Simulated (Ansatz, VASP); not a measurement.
One calculation of HfS2, two programs

File POSCAR:

```
HfS2
1.0
    3.6302959563      0.0000000000      0.0000000000
   -1.8151479781      3.1439285214      0.0000000000
    0.0000000000      0.0000000000      5.8783581538
Hf S
1 2
Direct
    0.0000000000      0.0000000000      0.0000000000
    0.3333333333      0.6666666667      0.2446279711
    0.6666666667      0.3333333333      0.7553720289
```

Contents of INCAR.step1:

```
ALGO = Normal
EDIFF = 1E-5
ENCUT = 400
GGA = PE
GGA_COMPAT = False
ISIF = 2
ISMEAR = 0
LASPH = True
LCHARG = False
LREAL = False
LWAVE = True
NBANDS = 18
NELM = 120
PREC = Accurate
SIGMA = 0.01
```

Contents of INCAR.step2:

```
ALGO = Normal
EDIFF = 1E-6
ENCUT = 400
GGA = PE
GGA_COMPAT = False
HFSCREEN = 0.2079
ISIF = 2
ISMEAR = 0
ISTART = 1
LASPH = True
LCHARG = False
LHFCALC = True
LREAL = False
LWAVE = False
NBANDS = 18
NELM = 120
PREC = Accurate
PRECFOCK = Normal
SIGMA = 0.01
```

Contents of KPOINTS:

```
k-points
0
Gamma
  6 6 4
```

Input for Ansatz:

```yaml
crystal:
  lattice:
    - [3.6302959563, 0.0, 0.0]
    - [-1.8151479781, 3.1439285214, 0.0]
    - [0.0, 0.0, 5.8783581538]
  atoms:
    - { symbol: Hf, position: [0.0, 0.0, 0.0] }
    - { symbol: S, position: [0.3333333333, 0.6666666667, 0.2446279711] }
    - { symbol: S, position: [0.6666666667, 0.3333333333, 0.7553720289] }
kpoints:
  mp_grid: { grid: [6, 6, 4] }
  band_path:
    path:
      - [0.0, 0.0, 0.0]
      - [0.5, 0.0, 0.0]
      - [0.3333333333, 0.3333333333, 0.0]
      - [0.0, 0.0, 0.5]
      - [0.5, 0.0, 0.5]
      - [0.3333333333, 0.3333333333, 0.5]
      - [0.0, 0.25, 0.25]
      - [-0.083333, 0.002604, 0.002604]
      - [0.0, 0.5, 0.5]
    npoints: 1
hamiltonian:
  xc: hse06
scf:
  occupations: { method: fixed }
  n_extra_bands: 4
output:
  forces: true
  stress: true
  eigenvalues: true
```

Alike in both runs: task single point; functional HSE06; k mesh 6 × 6 × 4; no spin polarisation.

|  | VASP | Ansatz |
| --- | --- | --- |
| version | VASP 6.6.1 | Ansatz 0.2.0 |
| potentials or method | VASP PAW PBE potentials, release 64 (Hf_pv, S) | plane waves, PAW |
| plane-wave cutoff (eV) | 400 | 420 |
| occupations | gaussian, width 0.01 eV | fixed |
| valence electrons in the cell | 22 | 38 |

```csv
,VASP,Ansatz,Ansatz less VASP
gap on the k mesh at the Fermi level (eV),1.85,1.87,+0.020
pressure (GPa),-0.1,1.3,+1.34
"traceless stress, the component that is largest in VASP (GPa)",0.44,0.17,-0.265
rms of the force components (eV/Å),0.094,0.028,-0.0667
```

Atom by atom the forces differ by 0.067 eV/Å (rms over components). VASP's potentials hold 22 valence electrons a cell and Ansatz's 38, so a difference there can come from the potentials and not from the codes. Ansatz's warnings: stress exchange threshold loose, stress scf threshold loose.

Neither program's run includes spin-orbit coupling.
